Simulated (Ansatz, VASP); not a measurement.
**Br: VASP beside Ansatz**

```
CELL_PARAMETERS angstrom
3.75461 0.00000 0.00000
-1.87730 3.25158 0.00000
0.00000 0.00000 2.54065
ATOMIC_POSITIONS crystal
Br 0.00000 0.00000 0.00000
```

Alike in both runs: functional PBEsol; k mesh 21 × 21 × 18; occupations gaussian, width 0.1 eV; no spin polarisation.

Ansatz relaxed the structure, and its values are those at the end. VASP's run is a single point on that final structure, the one shown.

|  | VASP | Ansatz |
| --- | --- | --- |
| version | VASP 6.6.1 | Ansatz 0.2.0 |
| potentials or method | VASP PAW PBE potentials, release 64 (Br), cutoff 520 eV | scalar-relativistic, plane waves, PAW |
| valence electrons in the cell | 7 | 7 |

```tsv
	VASP	Ansatz	Ansatz less VASP
gap on the k mesh at the Fermi level (eV)	none	none	-
pressure (GPa)	0.0	0.0	-0.03
```

VASP's potentials were made for PBE, not for PBEsol. A gap of «none» marks a metal or a gap that the smearing closes. With one functional, cell and mesh, what is left measures potentials, basis and numerics.
